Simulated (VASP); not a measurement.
# Ti (Pm-3m) in VASP: a series of runs

Ti is run at these levels: PBEsol; tasks: single point.

Program: VASP 6.6.1. These are calculated values, not measurements. Logs are shortened: lines on timing, memory, paths and dates and some standing lists are left out, and cuts for length are marked.

## Step 1: The cell of the first run

It takes space group Pm-3m (No. 221, cubic). Conventional cell: a = 2.449 Å, b = 2.449 Å, c = 2.449 Å, α = 90.00°, β = 90.00°, γ = 90.00°. Ti (site symmetry m-3m) has 6 Ti at 2.45 Å within 3.2 Å.

## Step 2: Single point, PBEsol (volume scaled by 0.84)

INCAR reads:

```
SYSTEM = Ti
ALGO = Normal
EDIFF = 1E-6
ENCUT = 520
GGA = PS
ISIF = 2
ISMEAR = -1
LASPH = .TRUE.
LCHARG = .FALSE.
LREAL = .FALSE.
LWAVE = .FALSE.
NBANDS = 12
NELM = 60
PREC = Accurate
SIGMA = 0.08
```

KPOINTS reads:

```
k-points
0
G
  14 14 14
  0 0 0
```

POSCAR reads:

```
Ti
1.0
    2.4492516750      0.0000000000      0.0000000000
    0.0000000000      2.4492516750      0.0000000000
    0.0000000000      0.0000000000      2.4492516750
Ti
1
Direct
    0.0000000000      0.0000000000      0.0000000000
```

Potentials or basis: VASP PAW PBE potentials, release 64 (Ti_sv).

The run is started by

```sh
$ cat potpaw_PBE.64/Ti_sv/POTCAR > POTCAR
$ mpirun -np 1 vasp_std > vasp.out
```

OUTCAR:

```text
SYSTEM = Ti
   EDIFF = 1E-6
   ENCUT = 520
   GGA = PS
   ISIF = 2
   ISMEAR = -1
   LASPH = .TRUE.
   LREAL = .FALSE.
   NELM = 60
   PREC = Accurate

 ion  position               nearest neighbor table
   1  0.000  0.000  0.000-

  LATTYP: Found a simple cubic cell.
 ALAT       =     2.4492516750

  Lattice vectors:

 A1 = (   2.4492516750,   0.0000000000,   0.0000000000)
 A2 = (   0.0000000000,   2.4492516750,   0.0000000000)
 A3 = (   0.0000000000,   0.0000000000,   2.4492516750)

Analysis of symmetry for initial positions (statically):
=====================================================================
 Subroutine PRICEL returns:
 Original cell was already a primitive cell.

 Routine SETGRP: Setting up the symmetry group for a
 simple cubic supercell.

 Subroutine GETGRP returns: Found 48 space group operations
 (whereof 48 operations were pure point group operations)
 out of a pool of 48 trial point group operations.

The static configuration has the point symmetry O_h .

Analysis of symmetry for dynamics (positions and initial velocities):
=====================================================================
 Subroutine PRICEL returns:
 Original cell was already a primitive cell.

 Routine SETGRP: Setting up the symmetry group for a
 simple cubic supercell.

 Subroutine GETGRP returns: Found 48 space group operations
 (whereof 48 operations were pure point group operations)
 out of a pool of 48 trial point group operations.

The dynamic configuration has the point symmetry O_h .

 Subroutine INISYM returns: Found 48 space group operations
 (whereof 48 operations are pure point group operations),
 and found     1 'primitive' translations

----------------------------------------------------------------------------------------

                                     Primitive cell

  volume of cell :      14.6927

  direct lattice vectors                    reciprocal lattice vectors
     2.449251675  0.000000000  0.000000000     0.408287972  0.000000000  0.000000000
     0.000000000  2.449251675  0.000000000     0.000000000  0.408287972  0.000000000
     0.000000000  0.000000000  2.449251675     0.000000000  0.000000000  0.408287972

  length of vectors
     2.449251675  2.449251675  2.449251675     0.408287972  0.408287972  0.408287972

  position of ions in fractional coordinates (direct lattice)
     0.000000000  0.000000000  0.000000000

  ion indices of the primitive-cell ions
   primitive index   ion index
                 1           1

----------------------------------------------------------------------------------------

 KPOINTS: k-points

Automatic generation of k-mesh.
 Grid dimensions read from file:
 generate k-points for:   14   14   14

 Generating k-lattice:

  Cartesian coordinates                     Fractional coordinates (reciprocal lattice)
     0.029163427  0.000000000  0.000000000     0.071428571  0.000000000  0.000000000
     0.000000000  0.029163427  0.000000000     0.000000000  0.071428571  0.000000000
     0.000000000  0.000000000  0.029163427     0.000000000  0.000000000  0.071428571

  Length of vectors
     0.029163427  0.029163427  0.029163427

  Shift w.r.t. Gamma in fractional coordinates (k-lattice)
     0.000000000  0.000000000  0.000000000

 Subroutine IBZKPT returns following result:
 ===========================================

 Found    120 irreducible k-points:

 Following reciprocal coordinates:
            Coordinates               Weight
  0.000000  0.000000  0.000000      1.000000
  0.071429  0.000000  0.000000      6.000000
  0.142857  0.000000  0.000000      6.000000
  0.214286  0.000000  0.000000      6.000000
  0.285714  0.000000  0.000000      6.000000
  0.357143  0.000000  0.000000      6.000000
[... 16 lines left out ...]
  0.285714  0.214286  0.000000     24.000000
  0.357143  0.214286  0.000000     24.000000
 [... further k-points ...]
   k-points           NKPTS =    120   k-points in BZ     NKDIM =    120   number of bands    NBANDS=     12
   number of dos      NEDOS =    301   number of ions     NIONS =      1
   total plane-waves  NPLWV =   5832
   dimension x,y,z NGX =    18 NGY =   18 NGZ =   18
   dimension x,y,z NGXF=    36 NGYF=   36 NGZF=   36
   ions per type =               1
   NGX,Y,Z   is equivalent  to a cutoff of  12.22, 12.22, 12.22 a.u.
   NGXF,Y,Z  is equivalent  to a cutoff of  24.44, 24.44, 24.44 a.u.
 SYSTEM =  Ti
   PREC   = accura    normal or accurate (medium, high low for compatibility)
   ISTART =      0    job   : 0-new  1-cont  2-samecut
   ICHARG =      2    charge: 1-file 2-atom 10-const
   ISPIN  =      1    spin polarized calculation?
   LNONCOLLINEAR =      F non collinear calculations
   LSORBIT =      F    spin-orbit coupling
   LASPH  =      T    aspherical Exc in radial PAW
   ENCUT  =  520.0 eV  38.22 Ry    6.18 a.u.   4.55  4.55  4.55*2*pi/ulx,y,z
   NELM   =     60;   NELMIN=  2; NELMDL= -5     # of ELM steps
   EDIFF  = 0.1E-05   stopping-criterion for ELM
   LREAL  =      F    real-space projection
   EDIFFG = 0.1E-04   stopping-criterion for IOM
   NSW    =      0    number of steps for IOM
   IBRION =     -1    ionic relax: 0-MD 1-quasi-New 2-CG
   NFREE  =      0    steps in history (QN), initial steepest desc. (CG)
   ISIF   =      2    stress and relaxation
   ISYM   =      2    0-nonsym 1-usesym 2-fastsym
   POTIM  = 0.5000    time-step for ionic-motion
   TEBEG  =    0.0;   TEEND  =   0.0 temperature during run
   PSTRESS=    0.0 pullay stress
   NELECT =      12.0000    total number of electrons
   NUPDOWN=      -1.0000    fix difference up-down
   EMIN   =  10.00;   EMAX   =-10.00  energy-range for DOS
   EFERMI =   0.00;   METHOD = LEGACY
   ISMEAR =    -1;   SIGMA  =   0.08  broadening in eV -4-tet -1-fermi 0-gaus
   EFERMI_NEDOS =   21; number of points for ismear=-14 and -15
   IALGO  =     38    algorithm
   IMIX   =      4    mixing-type and parameters
     AMIX     =   0.40;   BMIX     =  1.00
     AMIX_MAG =   1.60;   BMIX_MAG =  1.00
  volume/ion in A,a.u.               =      14.69        99.15
  Fermi-wavevector in a.u.,A,eV,Ry     =   1.530272  2.891794 31.861184  2.341731
  Thomas-Fermi vector in A             =   2.637777
   LORBIT       =      0    0 simple, 1 ext, 2 COOP (PROOUT), +10 PAW based schemes
   GGA     = PS    functional components
   LHFCALC =     F    Hartree Fock is set to
   AEXX    =    0.0000 exact exchange contribution
   IVDW    =     0    specifies the selected vdW correction
   LEPSILON=     F    determine dielectric tensor
   LRPA    =     F    only Hartree local field effects (RPA)
 non-spin polarized calculation
  energy-cutoff  :      520.00
  volume of cell :       14.69
 maximum number of plane-waves:       409
   NGX =  9   NGY =  9   NGZ =  9

 number of electron      12.0000011 magnetization

 Free energy of the ion-electron system (eV)
  ---------------------------------------------------
  ext. energy  EPLUGINS =         0.00000000
  ---------------------------------------------------
  free energy    TOTEN  =        -7.37127483 eV

  energy without entropy =       -7.33283234  energy(sigma->0) =       -7.35205359

 E-fermi :   9.8870     XC(G=0): -12.3568

 val. band max:        9.8821532221   @ k =   0.3571   0.2857   0.1429
 cond. band min:       9.9015863191   @ k =   0.4286   0.0714   0.0000
 fundamental gap:      0.0194330971
 Fermi energy:         9.8869854790

 k-point     1 :       0.0000    0.0000    0.0000
  band No.  band energies     occupation
      1     -46.3004      2.00000
      2     -21.7373      2.00000
      3     -21.7373      2.00000
      4     -21.7373      2.00000
      5       3.7470      2.00000
      6       8.0523      2.00000
      7       8.0523      2.00000
      8      14.8691      0.00000
      9      14.8691      0.00000
     10      14.8691      0.00000
     11      28.1576      0.00000
     12      28.1576      0.00000

 k-point     2 :       0.0714    0.0000    0.0000
  band No.  band energies     occupation
      1     -46.2869      2.00000
      2     -21.8250      2.00000
      3     -21.7298      2.00000
      4     -21.7298      2.00000
      5       3.9099      2.00000
      6       8.0947      2.00000
      7       8.1943      2.00000
      8      14.7120      0.00000
      9      14.7120      0.00000
     10      14.8806      0.00000
     11      27.0681      0.00000
     12      28.4216      0.00000

 k-point     3 :       0.1429    0.0000    0.0000
  band No.  band energies     occupation
      1     -46.2489      2.00000
      2     -22.0669      2.00000
      3     -21.7089      2.00000
      4     -21.7089      2.00000
      5       4.3722      2.00000
      6       8.2158      2.00000
      7       8.5981      2.00000
      8      14.2953      0.00000
      9      14.2953      0.00000
     10      14.9130      0.00000
     11      25.0182      0.00000
     12      29.1611      0.00000
[... 286 lines left out ...]
 k-point    23 :       0.2857    0.2143    0.0000
  band No.  band energies     occupation
      1     -46.0271      2.00000
      2     -22.6852      2.00000
      3     -22.2795      2.00000
      4     -21.5880      2.00000
      5       6.7772      2.00000
      6       9.1050      1.99989
      7      10.5846      0.00033
      8      12.5659      0.00000
      9      13.3450      0.00000
     10      14.0278      0.00000
     11      22.1456      0.00000
     12      25.5164      0.00000

 k-point    24 :       0.3571    0.2143    0.0000
  band No.  band energies     occupation
      1     -45.9712      2.00000
      2     -22.9948      2.00000
      3     -22.2393      2.00000
      4     -21.5581      2.00000
      5       7.3595      2.00000
      6       9.1086      1.99988
      7      10.7243      0.00006
      8      12.9185      0.00000
      9      13.1129      0.00000
     10      14.0928      0.00000
     11      20.6290      0.00000
     12      26.2603      0.00000

 [... further k-points ...]

------------------------ aborting loop because EDIFF is reached ----------------------------------------

  FORCE on cell =-STRESS in cart. coord.  units (eV):
  Direction    XX          YY          ZZ          XY          YZ          ZX
  --------------------------------------------------------------------------------------
  -------------------------------------------------------------------------------------
  Total        1.8241087      1.8241087      1.8241087     -0.0000000      0.0000000      0.0000000
  in kB      198.9120309    198.9120309    198.9120309     -0.0000000      0.0000000      0.0000000
  external PRESSURE =     198.9120309 kB  Pullay stress =       0.0000000 kB

 VOLUME and BASIS-vectors are now :
 -----------------------------------------------------------------------------
  energy-cutoff  :      520.00
  volume of cell :       14.69
      direct lattice vectors                 reciprocal lattice vectors
     2.449251675  0.000000000  0.000000000     0.408287972  0.000000000  0.000000000
     0.000000000  2.449251675  0.000000000     0.000000000  0.408287972  0.000000000
     0.000000000  0.000000000  2.449251675     0.000000000  0.000000000  0.408287972

 POSITION                                       TOTAL-FORCE (eV/Angst)
 -----------------------------------------------------------------------------------
      0.00000      0.00000      0.00000         0.000000      0.000000      0.000000
 -----------------------------------------------------------------------------------
    total drift:                               -0.000000      0.000000     -0.000000

  FREE ENERGIE OF THE ION-ELECTRON SYSTEM (eV)
  ---------------------------------------------------
  free  energy   TOTEN  =        -7.3712748317 eV

  energy  without entropy=       -7.3328323408  energy(sigma->0) =       -7.35205359
```

Run time: 11 s. Hardware: 1 thread of AMD EPYC 7R43 (Zen 3), shared host; peak memory 0.1 GiB.

Results:

* Free energy: -7.3713 eV
* Pressure: 19.9 GPa
* Band gap on the k mesh: zero (band 6 reaches 10.82 eV, above the bottom of band 7 at 8.05 eV)

Levels at points of the mesh, in eV from the Fermi level:
| k point | band 3 | band 4 | band 5 | band 6 | band 7 | band 8 | band 9 | band 10 |
| --- | --- | --- | --- | --- | --- | --- | --- | --- |
| (0.00, 0.00, 0.00) | -31.62 | -31.62 | -6.14 | -1.83 | -1.83 | 4.98 | 4.98 | 4.98 |
| (0.50, 0.00, 0.00) | -31.47 | -31.47 | -1.84 | -0.89 | 0.16 | 2.43 | 2.43 | 5.22 |
| (0.50, 0.50, 0.00) | -33.00 | -31.33 | -3.79 | -0.05 | 3.01 | 3.01 | 6.54 | 6.71 |
| (0.50, 0.50, 0.50) | -32.75 | -32.75 | -1.84 | -1.84 | -1.84 | 6.68 | 6.68 | 9.34 |

Caveat: the PAW data sets were made with another functional, which shifts forces and pressure a little.

[end of part 1 of 2]
